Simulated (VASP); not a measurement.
## Sc: relaxation of cell and atoms with PBEsol

Crystal: Sc.

```
Sc
1.0
     0.00000    3.19000    3.19000
     3.19000    0.00000    3.19000
     3.19000    3.19000    0.00000
Sc
2
Direct
  0.00000 0.00000 0.00000
  0.25000 0.25000 0.25000
```

This isn't the form of Sc at room conditions, which is hcp.

```
Program                : VASP 6.6.1
Task                   : relaxation of cell and atoms
Functional             : PBEsol
Potentials or basis    : VASP PAW PBE potentials, release 64 (Sc_sv)
Cutoff                 : 600 eV
k mesh                 : 5 × 5 × 5
Occupations            : fermi-dirac, width 0.05 eV
Spin                   : no spin polarisation
Target pressure        : 15 GPa
Dipole correction      : no
Further INCAR settings : ALGO = Normal; EDIFF = 1e-06; IBRION = 2; EDIFFG = -0.02; NSW = 80; ISIF = 3
```

| Item | Value |
| --- | --- |
| Relaxed volume | 16.85 Å³/atom |
| Relaxed cell | a = 3.626 Å, b = 3.626 Å, c = 3.626 Å, α = 60.00°, β = 60.00°, γ = 60.00° |
| Space group after relaxing (to 0.1 Å) | Fd-3m (No. 227) |
| Energy change on relaxing (the run minimises the enthalpy) | +415.1 meV/atom |
| Ionic steps | 8 |
| Pressure after relaxing | 14.9 GPa |
| Band gap on the k mesh | zero (bands 11 and 12 overlap by 0.76 eV) |

The path:
```csv
step,energy change (eV),largest force (eV/Å),pressure (GPa),volume (Å³)
1,0.0000,0.0000,-0.95,64.92
2,0.4660,0.0000,9.10,39.04
3,0.7538,0.0000,12.64,34.60
4,2.2146,0.0000,57.00,26.75
5,0.8017,0.0000,14.07,34.02
6,0.8467,0.0000,15.51,33.53
7,0.8210,0.0000,14.64,33.81
8,0.8303,0.0000,14.93,33.71
```

Final structure:
```cif
data_structure
_symmetry_space_group_name_H-M 'P 1'
_symmetry_Int_Tables_number 1
_cell_length_a 3.6259
_cell_length_b 3.6259
_cell_length_c 3.6259
_cell_angle_alpha 60.000
_cell_angle_beta 60.000
_cell_angle_gamma 60.000
_cell_volume 33.71
loop_
_atom_site_label
_atom_site_type_symbol
_atom_site_fract_x
_atom_site_fract_y
_atom_site_fract_z
_atom_site_occupancy
Sc1 Sc 0.00000 0.00000 0.00000 1
Sc2 Sc 0.25000 0.25000 0.25000 1
```

Levels at points of the mesh, in eV from the Fermi level:
```csv
k point,band 8,band 9,band 10,band 11,band 12,band 13,band 14,band 15
"(0.00, 0.00, 0.00)",-26.87,-5.15,-1.19,-1.19,0.40,0.40,0.40,3.08
```

Run time: 2.3 min on 1 thread of Intel Xeon 8259CL (shared host), peak memory 0.21 GiB.

Caveat: the cell is relaxed towards a set pressure, so the run minimises the enthalpy, not the energy; the volume moved by over 15 % at a fixed basis, so the end points are rough; the PAW data sets were made with another functional, which shifts forces and pressure a little.
